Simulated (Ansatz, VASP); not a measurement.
Two plane-wave programs on Si

The input INCAR:

```
ALGO     = Normal         # electronic algorithm
EDIFF    = 1E-6           # SCF threshold, eV
ENCUT    = 520            # plane-wave cutoff, eV
GGA      = PE             # functional
ISIF     = 2              # what is computed and relaxed
ISMEAR   = 0              # smearing method
LASPH    = True           # aspherical terms in the spheres
LCHARG   = True           # write CHGCAR
LELF     = True           # ELF
LREAL    = False          # projectors in reciprocal space
LVHAR    = True         
LWAVE    = False          # write WAVECAR
NBANDS   = 11             # bands
NELM     = 60             # most SCF steps
PREC     = Accurate       # precision mode
SIGMA    = 0.05           # smearing width, eV
```

The input KPOINTS:

```
k-points
0
Gamma
  8 8 8
```

Contents of POSCAR:

```
Si
1.0
    0.0000000000      2.7348812168      2.7348812168
    2.7348812168      0.0000000000      2.7348812168
    2.7348812168      2.7348812168      0.0000000000
Si
2
Direct
    0.5000000000      0.5000000000      0.5000000000
    0.7500000000      0.7500000000      0.7500000000
```

Input for Ansatz:

```yaml
crystal:
  lattice:
    - [0.0, 2.7348812168, 2.7348812168]
    - [2.7348812168, 0.0, 2.7348812168]
    - [2.7348812168, 2.7348812168, 0.0]
  atoms:
    - { symbol: Si, position: [0.5, 0.5, 0.5] }
    - { symbol: Si, position: [0.75, 0.75, 0.75] }
basis:
  ecutwfc: 420
kpoints:
  mp_grid: { grid: [8, 8, 8] }
hamiltonian:
  xc: pbe
scf:
  occupations: { method: gaussian, width: 0.05 }
output:
  forces: true
  stress: true
  eigenvalues: true
  write_density: true
  write_potential: true
  elf: true
  volumetric_format: npy
```

Alike in both runs: task single point; functional PBE; k mesh 8 × 8 × 8; occupations gaussian, width 0.05 eV; no spin polarisation.

|  | VASP | Ansatz |
| --- | --- | --- |
| version | VASP 6.6.1 | Ansatz 0.2.0 |
| potentials or method | VASP PAW PBE potentials, release 64 (Si), cutoff 520 eV | scalar-relativistic, plane waves, PAW |
| valence electrons in the cell | 8 | 8 |

VASP gave:

- gap on the k mesh at the Fermi level (eV): 0.65
- least direct gap on the mesh (eV): 2.56
- pressure (GPa): 0.0

Which values does Ansatz return?

gap on the k mesh at the Fermi level (eV): 0.65; least direct gap on the mesh (eV): 2.55; pressure (GPa): 0.0.

The functional is the same, so the differences come from potentials, cutoffs and numerics.
